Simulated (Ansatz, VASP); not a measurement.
**Two plane-wave programs on Hf4N**

The input INCAR:

```
  ALGO = Normal
  EDIFF = 1E-6
  EDIFFG = -0.08
  ENCUT = 600
  GGA = PE
  IBRION = 2
  ISIF = 3
  ISMEAR = 0
  LASPH = True
  LCHARG = False
  LREAL = False
  LWAVE = False
  NELM = 80
  NSW = 36
  PREC = Accurate
  SIGMA = 0.2
```

File KPOINTS:

```
k-points
0
Gamma
  3 3 3
```

POSCAR

```
Hf4N
1.0
    3.1400000000     -5.4350000000      0.0000000000
    3.1400000000      5.4350000000      0.0000000000
    0.0000000000      0.0000000000      4.9500000000
Hf N
8 2
Direct
    0.8333300000      0.1666700000      0.7500000000
    0.1666700000      0.8333300000      0.2500000000
    0.3333300000      0.6666700000      0.7500000000
    0.6666700000      0.3333300000      0.2500000000
    0.6666700000      0.8333300000      0.2500000000
    0.1666700000      0.3333300000      0.2500000000
    0.8333300000      0.6666700000      0.7500000000
    0.3333300000      0.1666700000      0.7500000000
    0.0000000000      0.0000000000      0.0000000000
    0.5000000000      0.5000000000      0.5000000000
```

Input for Ansatz:

```yaml
crystal:
  lattice:
    - [3.14, -5.435, 0.0]
    - [3.14, 5.435, 0.0]
    - [0.0, 0.0, 4.95]
  atoms:
    - { symbol: Hf, position: [0.83333, 0.16667, 0.75] }
    - { symbol: Hf, position: [0.16667, 0.83333, 0.25] }
    - { symbol: Hf, position: [0.33333, 0.66667, 0.75] }
    - { symbol: Hf, position: [0.66667, 0.33333, 0.25] }
    - { symbol: Hf, position: [0.66667, 0.83333, 0.25] }
    - { symbol: Hf, position: [0.16667, 0.33333, 0.25] }
    - { symbol: Hf, position: [0.83333, 0.66667, 0.75] }
    - { symbol: Hf, position: [0.33333, 0.16667, 0.75] }
    - { symbol: "N", position: [0.0, 0.0, 0.0] }
    - { symbol: "N", position: [0.5, 0.5, 0.5] }
basis:
  ecutwfc: 420
kpoints:
  mp_grid: { grid: [3, 3, 3] }
hamiltonian:
  xc: pbe
scf:
  occupations: { method: gaussian, width: 0.2 }
  lower_state_search: "off"
output:
  forces: true
  stress: true
  eigenvalues: true
relax:
  adjacent_minimum: "off"
  f_tol: 0.08
  max_steps: 16
  cell: { stress_tol: 0.8 }
```

Alike in both runs: task relaxation of cell and atoms; functional PBE; k mesh 3 × 3 × 3; occupations gaussian, width 0.2 eV; no spin polarisation.

|  | VASP | Ansatz |
| --- | --- | --- |
| version | VASP 6.6.1 | Ansatz 0.2.0 |
| potentials or method | VASP PAW PBE potentials, release 64 (Hf_pv, N), cutoff 600 eV | scalar-relativistic, plane waves, PAW |
| valence electrons in the cell | 90 | 218 |

```tsv
	VASP	Ansatz	Ansatz less VASP
gap on the k mesh at the Fermi level, each at its own relaxed structure (eV)	none	none	-
relaxed volume (Å³/atom)	18.55	18.64	+0.087
relaxed cell length with the largest relative difference (Å)	5.119	5.141	+0.0225
```

A gap of «none» marks a metal or a gap that the smearing closes. VASP's potentials hold 90 valence electrons a cell and Ansatz's 218, so a difference there can come from the potentials and not from the codes.

The k mesh is coarse, so the values compare programs but aren't converged. Spin-orbit coupling is off throughout.
